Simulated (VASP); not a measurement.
# Ti2Co (Fd-3m) in VASP: a series of runs

Ti2Co is run at these levels: r2SCAN; tasks: single point.

Program: VASP 6.6.1. These are calculated values, not measurements. Logs are shortened: lines on timing, memory, paths and dates and some standing lists are left out, and cuts for length are marked.

**1. The cell of the first run**

The structure is cubic, space group Fd-3m (No. 227). The conventional cell has a = 7.129 Å, b = 7.129 Å, c = 7.129 Å, α = 90.00°, β = 90.00°, γ = 90.00°. Ti (site symmetry -3m) has 6 Ti at 2.52 Å and 6 Co at 2.96 Å within 3.3 Å. Co (site symmetry -43m) has 12 Ti at 2.96 Å and 4 Co at 3.09 Å within 3.9 Å.

**2. Single point, r2SCAN, collinear spin, ferromagnetic start**

The input, POSCAR:

```
Ti2Co
1.0
    0.0000000000      3.5644567516      3.5644567516
    3.5644567516      0.0000000000      3.5644567516
    3.5644567516      3.5644567516      0.0000000000
Ti Co
4 2
Direct
    0.1250000000      0.1250000000      0.1250000000
    0.6250000000      0.1250000000      0.1250000000
    0.1250000000      0.1250000000      0.6250000000
    0.1250000000      0.6250000000      0.1250000000
    0.5000000000      0.5000000000      0.5000000000
    0.7500000000      0.7500000000      0.7500000000
```

The input, INCAR.step1:

```
SYSTEM = Ti2Co
PREC     = Accurate       ! precision mode
ENCUT    = 520            ! plane-wave cutoff, eV
ISMEAR   = 0              ! smearing method
SIGMA    = 0.1            ! smearing width, eV
LREAL    = .False.        ! projectors in reciprocal space
LASPH    = .True.         ! aspherical terms in the spheres
NELM     = 150            ! most SCF steps
ISPIN    = 2              ! spin polarisation
MAGMOM   = 0.41 0.41 0.41 0.41 1.94 1.94 ! initial moments
LMAXMIX  = 4              ! l up to which the mixer works
NBANDS   = 46             ! bands
GGA      = PE             ! functional
ALGO     = Normal         ! electronic algorithm
EDIFF    = 1E-4           ! SCF threshold, eV
LWAVE    = .True.         ! write WAVECAR
LCHARG   = .False.        ! write CHGCAR
```

The input, INCAR.step2:

```
SYSTEM = Ti2Co
PREC     = Accurate       ! precision mode
ENCUT    = 520            ! plane-wave cutoff, eV
EDIFF    = 1E-7           ! SCF threshold, eV
ISMEAR   = 0              ! smearing method
SIGMA    = 0.1            ! smearing width, eV
LREAL    = .False.        ! projectors in reciprocal space
LASPH    = .True.         ! aspherical terms in the spheres
NELM     = 150            ! most SCF steps
ALGO     = Normal         ! electronic algorithm
ISIF     = 2              ! what is computed and relaxed
LWAVE    = .False.        ! write WAVECAR
LCHARG   = .True.         ! write CHGCAR
ISPIN    = 2              ! spin polarisation
MAGMOM   = 0.41 0.41 0.41 0.41 1.94 1.94 ! initial moments
LORBIT   = 11             ! projections on sites
LMAXMIX  = 4              ! l up to which the mixer works
METAGGA  = R2SCAN         ! meta-GGA
LMIXTAU  = .True.       
LELF     = .True.         ! ELF
LVHAR    = .True.       
NBANDS   = 46             ! bands
ISTART   = 1
```

The input, KPOINTS:

```
regular mesh
0
Gamma
  10 10 10
  0 0 0
```

Potentials or basis: VASP PAW PBE potentials, release 64 (Ti_sv, Co).

Command:

```console
$ cat potpaw_PBE.64/Ti_sv/POTCAR potpaw_PBE.64/Co/POTCAR > POTCAR
$ cp INCAR.step1 INCAR
$ mpirun -np 1 vasp_std > vasp.out
$ cp INCAR.step2 INCAR
$ mpirun -np 1 vasp_std > vasp.out
```

OUTCAR:

```text
SYSTEM = Ti2Co
   PREC = Accurate
   ENCUT = 520
   EDIFF = 1E-7
   ISMEAR = 0
   LREAL = .False.
   LASPH = .True.
   NELM = 150
   ISIF = 2
   ISPIN = 2
   LORBIT = 11
   METAGGA = R2SCAN
   ISTART = 1

 ion  position               nearest neighbor table
   1  0.125  0.125  0.125-   2 2.52   3 2.52   4 2.52   3 2.52   4 2.52   2 2.52   6 2.96   5 2.96
                             6 2.96   5 2.96   6 2.96   5 2.96
   2  0.625  0.125  0.125-   1 2.52   3 2.52   4 2.52   1 2.52   3 2.52   4 2.52   5 2.96   6 2.96
                             5 2.96   6 2.96   6 2.96   5 2.96
   3  0.125  0.125  0.625-   1 2.52   1 2.52   2 2.52   4 2.52   4 2.52   2 2.52   6 2.96   5 2.96
                             6 2.96   5 2.96   6 2.96   5 2.96
   4  0.125  0.625  0.125-   1 2.52   3 2.52   1 2.52   2 2.52   3 2.52   2 2.52   6 2.96   5 2.96
                             6 2.96   5 2.96   6 2.96   5 2.96
   5  0.500  0.500  0.500-   3 2.96   4 2.96   2 2.96   3 2.96   2 2.96   4 2.96   1 2.96   1 2.96
                             1 2.96   2 2.96   3 2.96   4 2.96   6 3.09   6 3.09   6 3.09   6 3.09
   6  0.750  0.750  0.750-   2 2.96   4 2.96   2 2.96   3 2.96   3 2.96   4 2.96   1 2.96   4 2.96
                             1 2.96   1 2.96   2 2.96   3 2.96   5 3.09   5 3.09   5 3.09   5 3.09

  LATTYP: Found a face centered cubic cell.
 ALAT       =     7.1289135032

  Lattice vectors:

 A1 = (   0.0000000000,   3.5644567516,   3.5644567516)
 A2 = (   3.5644567516,   0.0000000000,   3.5644567516)
 A3 = (   3.5644567516,   3.5644567516,   0.0000000000)

Analysis of symmetry for initial positions (statically):
=====================================================================
 Subroutine PRICEL returns:
 Original cell was already a primitive cell.

 Routine SETGRP: Setting up the symmetry group for a
 face centered cubic supercell.

 Subroutine GETGRP returns: Found 48 space group operations
 (whereof 24 operations were pure point group operations)
 out of a pool of 48 trial point group operations.

The static configuration has the point symmetry T_d .
 The point group associated with its full space group is O_h .

Analysis of symmetry for dynamics (positions and initial velocities):
=====================================================================
 Subroutine PRICEL returns:
 Original cell was already a primitive cell.

 Routine SETGRP: Setting up the symmetry group for a
 face centered cubic supercell.

 Subroutine GETGRP returns: Found 48 space group operations
 (whereof 24 operations were pure point group operations)
 out of a pool of 48 trial point group operations.

The dynamic configuration has the point symmetry T_d .
 The point group associated with its full space group is O_h .

Analysis of structural, dynamic, and magnetic symmetry:
=====================================================================
 Subroutine PRICEL returns:
 Original cell was already a primitive cell.

 Routine SETGRP: Setting up the symmetry group for a
 face centered cubic supercell.

 Subroutine GETGRP returns: Found 48 space group operations
 (whereof 24 operations were pure point group operations)
 out of a pool of 48 trial point group operations.

The overall configuration has the point symmetry T_d .
 The point group associated with its full space group is O_h .

 Subroutine INISYM returns: Found 48 space group operations
 (whereof 24 operations are pure point group operations),
 and found     1 'primitive' translations

----------------------------------------------------------------------------------------

                                     Primitive cell

  volume of cell :      90.5754

  direct lattice vectors                    reciprocal lattice vectors
     0.000000000  3.564456752  3.564456752    -0.140273830  0.140273830  0.140273830
     3.564456752  0.000000000  3.564456752     0.140273830 -0.140273830  0.140273830
     3.564456752  3.564456752  0.000000000     0.140273830  0.140273830 -0.140273830

  length of vectors
     5.040903081  5.040903081  5.040903081     0.242961400  0.242961400  0.242961400

  position of ions in fractional coordinates (direct lattice)
     0.125000000  0.125000000  0.125000000
     0.625000000  0.125000000  0.125000000
     0.125000000  0.125000000  0.625000000
     0.125000000  0.625000000  0.125000000
     0.500000000  0.500000000  0.500000000
     0.750000000  0.750000000  0.750000000

  ion indices of the primitive-cell ions
   primitive index   ion index
                 1           1
                 2           2
                 3           3
                 4           4
                 5           5
                 6           6

[... 28 lines left out ...]
  0.000000  0.000000  0.000000      1.000000
  0.100000  0.000000  0.000000      8.000000
  0.200000  0.000000  0.000000      8.000000
  0.300000  0.000000  0.000000      8.000000
  0.400000  0.000000  0.000000      8.000000
  0.500000  0.000000  0.000000      4.000000
[... 16 lines left out ...]
  0.300000  0.300000  0.000000      6.000000
  0.400000  0.300000  0.000000     24.000000
 [... further k-points ...]
   k-points           NKPTS =     47   k-points in BZ     NKDIM =     47   number of bands    NBANDS=     46
   number of dos      NEDOS =    301   number of ions     NIONS =      6
   total plane-waves  NPLWV =  64000
   dimension x,y,z NGX =    40 NGY =   40 NGZ =   40
   dimension x,y,z NGXF=    80 NGYF=   80 NGZF=   80
   ions per type =               4   2
   NGX,Y,Z   is equivalent  to a cutoff of  13.19, 13.19, 13.19 a.u.
   NGXF,Y,Z  is equivalent  to a cutoff of  26.38, 26.38, 26.38 a.u.
 SYSTEM =  Ti2Co
   PREC   = accura    normal or accurate (medium, high low for compatibility)
   ISTART =      1    job   : 0-new  1-cont  2-samecut
   ICHARG =      0    charge: 1-file 2-atom 10-const
   ISPIN  =      2    spin polarized calculation?
   LNONCOLLINEAR =      F non collinear calculations
   LSORBIT =      F    spin-orbit coupling
   LASPH  =      T    aspherical Exc in radial PAW
   ENCUT  =  520.0 eV  38.22 Ry    6.18 a.u.   9.37  9.37  9.37*2*pi/ulx,y,z
   NELM   =    150;   NELMIN=  2; NELMDL=  0     # of ELM steps
   EDIFF  = 0.1E-06   stopping-criterion for ELM
   LREAL  =      F    real-space projection
   EDIFFG = 0.1E-05   stopping-criterion for IOM
   NSW    =      0    number of steps for IOM
   IBRION =     -1    ionic relax: 0-MD 1-quasi-New 2-CG
   NFREE  =      0    steps in history (QN), initial steepest desc. (CG)
   ISIF   =      2    stress and relaxation
   ISYM   =      2    0-nonsym 1-usesym 2-fastsym
   POTIM  = 0.5000    time-step for ionic-motion
   TEBEG  =    0.0;   TEEND  =   0.0 temperature during run
   PSTRESS=    0.0 pullay stress
   NELECT =      66.0000    total number of electrons
   NUPDOWN=      -1.0000    fix difference up-down
   EMIN   =  10.00;   EMAX   =-10.00  energy-range for DOS
   EFERMI =   0.00;   METHOD = LEGACY
   ISMEAR =     0;   SIGMA  =   0.10  broadening in eV -4-tet -1-fermi 0-gaus
   EFERMI_NEDOS =   21; number of points for ismear=-14 and -15
   IALGO  =     38    algorithm
   IMIX   =      4    mixing-type and parameters
     AMIX     =   0.40;   BMIX     =  1.00
     AMIX_MAG =   1.60;   BMIX_MAG =  1.00
  volume/ion in A,a.u.               =      15.10       101.87
  Fermi-wavevector in a.u.,A,eV,Ry     =   1.473170  2.783887 29.527760  2.170229
  Thomas-Fermi vector in A             =   2.588095
   LORBIT       =     11    0 simple, 1 ext, 2 COOP (PROOUT), +10 PAW based schemes
   METAGGA = R2SCAN    functional components
   LHFCALC =     F    Hartree Fock is set to
   AEXX    =    0.0000 exact exchange contribution
   IVDW    =     0    specifies the selected vdW correction
   LEPSILON=     F    determine dielectric tensor
   LRPA    =     F    only Hartree local field effects (RPA)
 spin polarized calculation
 Gauss-broadening in eV      SIGMA  =   0.10
  energy-cutoff  :      520.00
  volume of cell :       90.58
 maximum number of plane-waves:      2458
 NGX is ok and might be reduce to    40
   NGX = 19   NGY = 19   NGZ = 19

 number of electron      66.0000026 magnetization       4.8049775

 Free energy of the ion-electron system (eV)
  ---------------------------------------------------
  ext. energy  EPLUGINS =         0.00000000
  ---------------------------------------------------
  free energy    TOTEN  =       -75.28256692 eV

  energy without entropy =      -75.25959397  energy(sigma->0) =      -75.27108045

 E-fermi :   8.4367     XC(G=0): -12.8979

 val. band max:        8.4329580480   @ k =  -0.4000   0.4000   0.0000
 cond. band min:       8.4396972198   @ k =   0.5000   0.1000   0.0000
 fundamental gap:      0.0067391718
 Fermi energy:         8.4367415807

 spin component 1

 k-point     1 :       0.0000    0.0000    0.0000
  band No.  band energies     occupation
      1     -50.6340      1.00000
      2     -50.2142      1.00000
      3     -50.2142      1.00000
      4     -50.2142      1.00000
      5     -27.1485      1.00000
      6     -26.1352      1.00000
[... 1141 lines left out ...]
     44      11.0142      0.00000
     45      11.8996      0.00000

 [... further k-points ...]

 spin component 2

 k-point     1 :       0.0000    0.0000    0.0000
  band No.  band energies     occupation
      1     -50.1366      1.00000
      2     -49.7317      1.00000
      3     -49.7317      1.00000
      4     -49.7317      1.00000
      5     -26.4841      1.00000
      6     -25.6300      1.00000
[... 1141 lines left out ...]
     44      11.6995      0.00000
     45      12.1852      0.00000

 [... further k-points ...]

 [bands above 45 left out]

------------------------ aborting loop because EDIFF is reached ----------------------------------------

  FORCE on cell =-STRESS in cart. coord.  units (eV):
  Direction    XX          YY          ZZ          XY          YZ          ZX
  --------------------------------------------------------------------------------------
  -------------------------------------------------------------------------------------
  Total        0.3047349      0.3047349      0.3047349      0.0000000      0.0000000     -0.0000000
  in kB        5.3904215      5.3904215      5.3904215      0.0000000      0.0000000     -0.0000000
  external PRESSURE =       5.3904215 kB  Pullay stress =       0.0000000 kB

 VOLUME and BASIS-vectors are now :
 -----------------------------------------------------------------------------
  energy-cutoff  :      520.00
  volume of cell :       90.58
      direct lattice vectors                 reciprocal lattice vectors
     0.000000000  3.564456752  3.564456752    -0.140273830  0.140273830  0.140273830
     3.564456752  0.000000000  3.564456752     0.140273830 -0.140273830  0.140273830
     3.564456752  3.564456752  0.000000000     0.140273830  0.140273830 -0.140273830

 POSITION                                       TOTAL-FORCE (eV/Angst)
 -----------------------------------------------------------------------------------
      0.89111      0.89111      0.89111         0.000000      0.000000      0.000000
      0.89111      2.67334      2.67334         0.000000      0.000000      0.000000
      2.67334      2.67334      0.89111         0.000000      0.000000      0.000000
      2.67334      0.89111      2.67334         0.000000      0.000000      0.000000
      3.56446      3.56446      3.56446        -0.000000     -0.000000     -0.000000
      5.34669      5.34669      5.34669         0.000000      0.000000      0.000000
 -----------------------------------------------------------------------------------
    total drift:                                0.000000     -0.000000      0.000000

  FREE ENERGIE OF THE ION-ELECTRON SYSTEM (eV)
  ---------------------------------------------------
  free  energy   TOTEN  =       -75.2825669179 eV

  energy  without entropy=      -75.2595939731  energy(sigma->0) =      -75.27108045

 total charge

# of ion       s       p       d       tot
------------------------------------------
    1        2.272   6.128   2.092  10.493
    2        2.272   6.128   2.092  10.493
    3        2.272   6.128   2.092  10.493
    4        2.272   6.128   2.092  10.493
    5        0.423   0.403   7.083   7.909
    6        0.423   0.403   7.083   7.909
--------------------------------------------------
tot          9.935  25.319  22.536  57.790

 magnetization (x)

# of ion       s       p       d       tot
------------------------------------------
    1        0.008  -0.008   0.416   0.415
    2        0.008  -0.008   0.416   0.415
    3        0.008  -0.008   0.416   0.415
    4        0.008  -0.008   0.416   0.415
    5        0.016  -0.028   1.740   1.729
    6        0.016  -0.028   1.740   1.729
--------------------------------------------------
tot          0.062  -0.089   5.144   5.118
```

Wall time 1.5 h (1 thread of AMD EPYC 9755, shared host); peak memory 0.47 GiB.

What came out:

```
Free energy                                           : -75.2826 eV
Pressure                                              : 0.5 GPa
Net moment                                            : 4.80 μB per cell
Site moments                                          : Ti +0.41; Co +1.73 μB
Valence electrons inside the program's atomic spheres : Ti 10.49; Co 7.91
```

Levels at points of the mesh, in eV from the Fermi level:
Spin up:
```
           k point  band 32  band 33  band 34  band 35  band 36  band 37  band 38  band 39
(0.00, 0.00, 0.00)    -1.05    -1.05    -1.05    -0.75    -0.75     3.06     3.36     3.36
(0.50, 0.00, 0.00)    -1.14    -0.32    -0.32     0.15     0.15     0.37     0.74     0.81
(0.50, 0.50, 0.00)    -1.08    -0.40    -0.40    -0.32    -0.32     0.97     0.97     1.02
```
Spin down:
```
           k point  band 27  band 28  band 29  band 30  band 31  band 32  band 33  band 34  band 35  band 36
(0.00, 0.00, 0.00)    -0.63    -0.63    -0.40    -0.40    -0.40     0.64     0.64     0.88     0.88     0.88
(0.50, 0.00, 0.00)    -0.73    -0.73    -0.19    -0.19     0.10     0.26     0.26     0.34     0.76     1.54
(0.50, 0.50, 0.00)    -1.09    -1.09    -0.76    -0.76     0.30     0.30     0.72     0.73     1.35     1.35
```

Caveat: the PAW data sets were made with another functional, which shifts forces and pressure a little.

(Part 1 of 3 ends here.)
